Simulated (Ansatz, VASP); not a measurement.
# One calculation of K, two programs

INCAR

```
PREC = Accurate
ENCUT = 520
EDIFF = 1E-6
ISMEAR = -1
SIGMA = 0.1
LREAL = False
LASPH = True
NELM = 80
ALGO = Normal
ISIF = 2
LWAVE = False
LCHARG = False
GGA = PE
NBANDS = 16
```

KPOINTS

```
Automatic mesh
0
Gamma
  8 8 8
```

Contents of POSCAR:

```
K
1.0
    0.0000000000      4.5342264190      4.5342264190
    4.5342264190      0.0000000000      4.5342264190
    4.5342264190      4.5342264190      0.0000000000
K
2
Direct
   -0.1250000000     -0.1250000000     -0.1250000000
    0.1250000000      0.1250000000      0.1250000000
```

Input for Ansatz:

```yaml
crystal:
  lattice:
    - [0.0, 4.534226419, 4.534226419]
    - [4.534226419, 0.0, 4.534226419]
    - [4.534226419, 4.534226419, 0.0]
  atoms:
    - { symbol: K, position: [-0.125, -0.125, -0.125] }
    - { symbol: K, position: [0.125, 0.125, 0.125] }
kpoints:
  mp_grid: { grid: [8, 8, 8] }
scf:
  occupations: { method: fermi_dirac, width: 0.1 }
hamiltonian:
  xc: pbe
  pseudopotentials: { kind: paw }
output:
  forces: true
  stress: true
  eigenvalues: true
  populations: true
```

Change from the starting cell: volume scaled by 0.84, PAW files.

Alike in both runs: task single point; functional PBE; k mesh 8 × 8 × 8; occupations fermi-dirac, width 0.1 eV; no spin polarisation.

|  | VASP | Ansatz |
| --- | --- | --- |
| version | VASP 6.6.1 | Ansatz 0.2.0 |
| potentials or method | VASP PAW PBE potentials, release 64 (K_sv) | PAW with Ansatz's default frozen-core files, scalar-relativistic |
| plane-wave cutoff (eV) | 520 | 420 |
| valence electrons in the cell | 18 | 18 |

```tsv
	VASP	Ansatz	Ansatz less VASP
pressure (GPa)	0.3	0.3	+0.01
```
